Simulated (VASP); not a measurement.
# Zr2As2Rh in VASP: single point with PBE

Aim: the single point of Zr2As2Rh with PBE.

Everything below comes from runs of VASP 6.6.1. Logs are shortened: lines on timing, memory, paths and dates and some standing lists are left out, and cuts for length are marked.

### Step 1. The cell of the first run

The typed cell holds 5 atoms: a = 4.246 Å, b = 4.246 Å, c = 6.808 Å, α = 90.00°, β = 90.00°, γ = 120.00°.

### Step 2. Single point, PBE

INCAR

```
  PREC = Accurate
  ENCUT = 520
  EDIFF = 1E-7
  ISMEAR = -1
  SIGMA = 0.1
  LREAL = False
  LASPH = True
  NELM = 80
  ALGO = Normal
  ISIF = 2
  LWAVE = False
  LCHARG = False
  GGA = PE
  NBANDS = 32
```

KPOINTS

```
regular mesh
0
Gamma
  9 9 5
```

POSCAR

```
Zr2As2Rh
1.0
    4.2464920000      0.0000000000      0.0000000000
   -2.1232460000      3.6775720000      0.0000000000
    0.0000000000      0.0000000000      6.8084760000
Zr As Rh
2 2 1
Direct
    0.3333000000      0.6667000000      0.3694400000
    0.6667000000      0.3333000000      0.6305600000
    0.3333000000      0.6667000000      0.7679300000
    0.6667000000      0.3333000000      0.2320700000
    0.0000000000      0.0000000000      0.0000000000
```

Potentials or basis: VASP PAW PBE potentials, release 64 (Zr_sv, As, Rh_pv).

Launch:

```bash
> cat potpaw_PBE.64/Zr_sv/POTCAR potpaw_PBE.64/As/POTCAR potpaw_PBE.64/Rh_pv/POTCAR > POTCAR
> mpirun -np 1 vasp_std > vasp.out
```

OUTCAR:

```text
PREC = Accurate
   ENCUT = 520
   EDIFF = 1E-7
   ISMEAR = -1
   LREAL = False
   LASPH = True
   NELM = 80
   ISIF = 2
   GGA = PE

 ion  position               nearest neighbor table
   1  0.333  0.667  0.369-   4 2.62   4 2.62   4 2.62   3 2.71   2 3.03   2 3.03   2 3.03   5 3.51
                             5 3.51   5 3.51
   2  0.667  0.333  0.631-   3 2.62   3 2.62   3 2.62   4 2.71   1 3.03   1 3.03   1 3.03   5 3.51
                             5 3.51   5 3.51
   3  0.333  0.667  0.768-   2 2.62   2 2.62   2 2.62   1 2.71   5 2.92   5 2.92   5 2.92
   4  0.667  0.333  0.232-   1 2.62   1 2.62   1 2.62   2 2.71   5 2.92   5 2.92   5 2.92
   5  0.000  0.000  0.000-   3 2.92   4 2.92   4 2.92   3 2.92   4 2.92   3 2.92   1 3.51   2 3.51
                             1 3.51   2 3.51   2 3.51   1 3.51

  LATTYP: Found a hexagonal cell.
 ALAT       =     4.2464920000
 C/A-ratio  =     1.6033177503

  Lattice vectors:

 A1 = (   4.2464920000,   0.0000000000,   0.0000000000)
 A2 = (  -2.1232460000,   3.6775720000,   0.0000000000)
 A3 = (   0.0000000000,   0.0000000000,   6.8084760000)

Analysis of symmetry for initial positions (statically):
=====================================================================
 Subroutine PRICEL returns:
 Original cell was already a primitive cell.

 Routine SETGRP: Setting up the symmetry group for a
 hexagonal supercell.

 Subroutine GETGRP returns: Found  4 space group operations
 (whereof  4 operations were pure point group operations)
 out of a pool of 24 trial point group operations.

The static configuration has the point symmetry C_2h.

Analysis of symmetry for dynamics (positions and initial velocities):
=====================================================================
 Subroutine PRICEL returns:
 Original cell was already a primitive cell.

 Routine SETGRP: Setting up the symmetry group for a
 hexagonal supercell.

 Subroutine GETGRP returns: Found  4 space group operations
 (whereof  4 operations were pure point group operations)
 out of a pool of 24 trial point group operations.

The dynamic configuration has the point symmetry C_2h.

 Subroutine INISYM returns: Found  4 space group operations
 (whereof  4 operations are pure point group operations),
 and found     1 'primitive' translations

----------------------------------------------------------------------------------------

                                     Primitive cell

  volume of cell :     106.3265

  direct lattice vectors                    reciprocal lattice vectors
     4.246492000  0.000000000  0.000000000     0.235488493  0.135959269  0.000000000
    -2.123246000  3.677572000  0.000000000     0.000000000  0.271918538  0.000000000
     0.000000000  0.000000000  6.808476000     0.000000000  0.000000000  0.146875747

  length of vectors
     4.246492000  4.246493776  6.808476000     0.271918651  0.271918538  0.146875747

  position of ions in fractional coordinates (direct lattice)
     0.333300000  0.666700000  0.369440000
     0.666700000  0.333300000  0.630560000
     0.333300000  0.666700000  0.767930000
     0.666700000  0.333300000  0.232070000
     0.000000000  0.000000000  0.000000000

  ion indices of the primitive-cell ions
   primitive index   ion index
                 1           1
                 2           2
                 3           3
                 4           4
                 5           5

----------------------------------------------------------------------------------------

 KPOINTS: regular mesh

Automatic generation of k-mesh.
 Grid dimensions read from file:
 generate k-points for:    9    9    5

 Generating k-lattice:

  Cartesian coordinates                     Fractional coordinates (reciprocal lattice)
     0.026165388  0.015106585  0.000000000     0.111111111  0.000000000  0.000000000
     0.000000000  0.030213171  0.000000000     0.000000000  0.111111111  0.000000000
     0.000000000  0.000000000  0.029375149     0.000000000  0.000000000  0.200000000

  Length of vectors
     0.030213183  0.030213171  0.029375149

  Shift w.r.t. Gamma in fractional coordinates (k-lattice)
     0.000000000  0.000000000  0.000000000

 Subroutine IBZKPT returns following result:
 ===========================================

 Found    115 irreducible k-points:

 Following reciprocal coordinates:
            Coordinates               Weight
  0.000000  0.000000  0.000000      1.000000
  0.111111 -0.000000  0.000000      4.000000
 -0.111111  0.111111  0.000000      2.000000
  0.222222  0.000000  0.000000      4.000000
 -0.222222  0.222222  0.000000      2.000000
  0.333333  0.000000  0.000000      4.000000
[... 16 lines left out ...]
 -0.222222 -0.444444  0.000000      4.000000
  0.444444  0.333333  0.000000      4.000000
 [... further k-points ...]
   k-points           NKPTS =    115   k-points in BZ     NKDIM =    115   number of bands    NBANDS=     32
   number of dos      NEDOS =    301   number of ions     NIONS =      5
   total plane-waves  NPLWV =  55296
   dimension x,y,z NGX =    32 NGY =   32 NGZ =   54
   dimension x,y,z NGXF=    64 NGYF=   64 NGZF=  108
   ions per type =               2   2   1
   NGX,Y,Z   is equivalent  to a cutoff of  12.53, 12.53, 13.19 a.u.
   NGXF,Y,Z  is equivalent  to a cutoff of  25.06, 25.06, 26.37 a.u.
 SYSTEM =  unknown system
   PREC   = accura    normal or accurate (medium, high low for compatibility)
   ISTART =      0    job   : 0-new  1-cont  2-samecut
   ICHARG =      2    charge: 1-file 2-atom 10-const
   ISPIN  =      1    spin polarized calculation?
   LNONCOLLINEAR =      F non collinear calculations
   LSORBIT =      F    spin-orbit coupling
   LASPH  =      T    aspherical Exc in radial PAW
   ENCUT  =  520.0 eV  38.22 Ry    6.18 a.u.   7.90  7.90 12.66*2*pi/ulx,y,z
   NELM   =     80;   NELMIN=  2; NELMDL= -5     # of ELM steps
   EDIFF  = 0.1E-06   stopping-criterion for ELM
   LREAL  =      F    real-space projection
   EDIFFG = 0.1E-05   stopping-criterion for IOM
   NSW    =      0    number of steps for IOM
   IBRION =     -1    ionic relax: 0-MD 1-quasi-New 2-CG
   NFREE  =      0    steps in history (QN), initial steepest desc. (CG)
   ISIF   =      2    stress and relaxation
   ISYM   =      2    0-nonsym 1-usesym 2-fastsym
   POTIM  = 0.5000    time-step for ionic-motion
   TEBEG  =    0.0;   TEEND  =   0.0 temperature during run
   PSTRESS=    0.0 pullay stress
   NELECT =      49.0000    total number of electrons
   NUPDOWN=      -1.0000    fix difference up-down
   EMIN   =  10.00;   EMAX   =-10.00  energy-range for DOS
   EFERMI =   0.00;   METHOD = LEGACY
   ISMEAR =    -1;   SIGMA  =   0.10  broadening in eV -4-tet -1-fermi 0-gaus
   EFERMI_NEDOS =   21; number of points for ismear=-14 and -15
   IALGO  =     38    algorithm
   IMIX   =      4    mixing-type and parameters
     AMIX     =   0.40;   BMIX     =  1.00
     AMIX_MAG =   1.60;   BMIX_MAG =  1.00
  volume/ion in A,a.u.               =      21.27       143.51
  Fermi-wavevector in a.u.,A,eV,Ry     =   1.264522  2.389600 21.755932  1.599016
  Thomas-Fermi vector in A             =   2.397823
   LORBIT       =      0    0 simple, 1 ext, 2 COOP (PROOUT), +10 PAW based schemes
   GGA     = PE    functional components
   LHFCALC =     F    Hartree Fock is set to
   AEXX    =    0.0000 exact exchange contribution
   IVDW    =     0    specifies the selected vdW correction
   LEPSILON=     F    determine dielectric tensor
   LRPA    =     F    only Hartree local field effects (RPA)
 non-spin polarized calculation
  energy-cutoff  :      520.00
  volume of cell :      106.33
 maximum number of plane-waves:      2883
   NGX = 15   NGY = 15   NGZ = 25

 number of electron      49.0000006 magnetization

 Free energy of the ion-electron system (eV)
  ---------------------------------------------------
  ext. energy  EPLUGINS =         0.00000000
  ---------------------------------------------------
  free energy    TOTEN  =       -34.98425097 eV

  energy without entropy =      -34.83888503  energy(sigma->0) =      -34.91156800

 E-fermi :   7.2527     XC(G=0): -10.7933

 val. band max:        7.2161344357   @ k =   0.2222   0.0000   0.0000
 cond. band min:       7.2566038664   @ k =  -0.1111   0.2222   0.0000
 fundamental gap:      0.0404694307
 Fermi energy:         7.2526929860

 k-point     1 :       0.0000    0.0000    0.0000
  band No.  band energies     occupation
      1     -41.6057      2.00000
      2     -41.4653      2.00000
      3     -38.3552      2.00000
      4     -38.2843      2.00000
      5     -38.2842      2.00000
      6     -19.8170      2.00000
[... 24 lines left out ...]
     31       9.9323      0.00000
     32      11.0023      0.00000

 k-point     2 :       0.1111   -0.0000    0.0000
  band No.  band energies     occupation
      1     -41.6016      2.00000
      2     -41.4687      2.00000
      3     -38.3552      2.00000
      4     -38.2845      2.00000
      5     -38.2843      2.00000
      6     -19.8319      2.00000
[... 24 lines left out ...]
     31      10.1413      0.00000
     32      10.8486      0.00000

 k-point     3 :      -0.1111    0.1111    0.0000
  band No.  band energies     occupation
      1     -41.6016      2.00000
      2     -41.4687      2.00000
      3     -38.3552      2.00000
      4     -38.2846      2.00000
      5     -38.2843      2.00000
      6     -19.8316      2.00000
[... 24 lines left out ...]
     31      10.1412      0.00000
     32      10.8481      0.00000

 k-point     4 :       0.2222    0.0000    0.0000
  band No.  band energies     occupation
      1     -41.5901      2.00000
      2     -41.4784      2.00000
      3     -38.3551      2.00000
      4     -38.2852      2.00000
      5     -38.2845      2.00000
      6     -19.8889      2.00000
[... 24 lines left out ...]
     31      10.4561      0.00000
     32      10.5877      0.00000

 k-point     5 :      -0.2222    0.2222    0.0000
  band No.  band energies     occupation
      1     -41.5901      2.00000
      2     -41.4784      2.00000
      3     -38.3551      2.00000
      4     -38.2852      2.00000
      5     -38.2844      2.00000
      6     -19.8887      2.00000
[... 584 lines left out ...]
     31      10.1856      0.00000
     32      10.5958      0.00000

 k-point    22 :       0.3333    0.2222    0.0000
  band No.  band energies     occupation
      1     -41.5483      2.00000
      2     -41.5164      2.00000
      3     -38.3550      2.00000
      4     -38.2861      2.00000
      5     -38.2854      2.00000
      6     -19.9530      2.00000
[... 24 lines left out ...]
     31      10.1371      0.00000
     32      10.3134      0.00000

 k-point    23 :      -0.2222   -0.4444    0.0000
  band No.  band energies     occupation
      1     -41.5483      2.00000
      2     -41.5163      2.00000
      3     -38.3550      2.00000
      4     -38.2862      2.00000
      5     -38.2854      2.00000
      6     -19.9530      2.00000
[... 24 lines left out ...]
     31      10.1363      0.00000
     32      10.3133      0.00000

 k-point    24 :       0.4444    0.3333    0.0000
  band No.  band energies     occupation
      1     -41.5484      2.00000
      2     -41.5163      2.00000
      3     -38.3550      2.00000
      4     -38.2862      2.00000
      5     -38.2853      2.00000
      6     -19.9528      2.00000
[... 24 lines left out ...]
     31      10.1363      0.00000
     32      10.3146      0.00000

 [... further k-points ...]

------------------------ aborting loop because EDIFF is reached ----------------------------------------

  FORCE on cell =-STRESS in cart. coord.  units (eV):
  Direction    XX          YY          ZZ          XY          YZ          ZX
  --------------------------------------------------------------------------------------
  -------------------------------------------------------------------------------------
  Total        0.6667771      0.6793466     -2.6511152      0.0108848     -0.0024797      0.0042948
  in kB       10.0473117     10.2367143    -39.9482511      0.1640177     -0.0373650      0.0647166
  external PRESSURE =      -6.5547417 kB  Pullay stress =       0.0000000 kB

 VOLUME and BASIS-vectors are now :
 -----------------------------------------------------------------------------
  energy-cutoff  :      520.00
  volume of cell :      106.33
      direct lattice vectors                 reciprocal lattice vectors
     4.246492000  0.000000000  0.000000000     0.235488493  0.135959269  0.000000000
    -2.123246000  3.677572000  0.000000000     0.000000000  0.271918538  0.000000000
     0.000000000  0.000000000  6.808476000     0.000000000  0.000000000  0.146875747

 POSITION                                       TOTAL-FORCE (eV/Angst)
 -----------------------------------------------------------------------------------
     -0.00021      2.45184      2.51532         0.003626     -0.002093     -2.187226
      2.12346      1.22573      4.29315        -0.003626      0.002093      2.187226
     -0.00021      2.45184      5.22843         0.002988     -0.001725      1.483771
      2.12346      1.22573      1.58004        -0.002988      0.001725     -1.483771
      0.00000      0.00000      0.00000         0.000000     -0.000000      0.000000
 -----------------------------------------------------------------------------------
    total drift:                                0.000000      0.000000      0.000000

  FREE ENERGIE OF THE ION-ELECTRON SYSTEM (eV)
  ---------------------------------------------------
  free  energy   TOTEN  =       -34.9842509723 eV

  energy  without entropy=      -34.8388850256  energy(sigma->0) =      -34.91156800
```

Run time: 3.5 min. Hardware: 1 thread of Intel Xeon Platinum 8559C (Emerald Rapids), shared host; peak memory 0.5 GiB.

Results:

| Quantity | Value |
| --- | --- |
| Free energy | -34.9843 eV |
| Pressure | -0.7 GPa |
| Largest force | 2.187 eV/Å |
| Band gap on the k mesh | zero (an odd number of electrons rules out a gap without spin polarisation) |

Forces on the atoms (eV/Å):
```
Zr   0.004 -0.002 -2.187
Zr  -0.004  0.002  2.187
As   0.003 -0.002  1.484
As  -0.003  0.002 -1.484
Rh   0.000  0.000  0.000
```

Stress tensor (GPa, compression positive):
```
 1.00  0.02  0.01
 0.02  1.02  0.00
 0.01  0.00 -3.99
```

Caveat: forces of over 1 eV/Å act on the atoms, so gaps and moduli don't describe the material at rest.
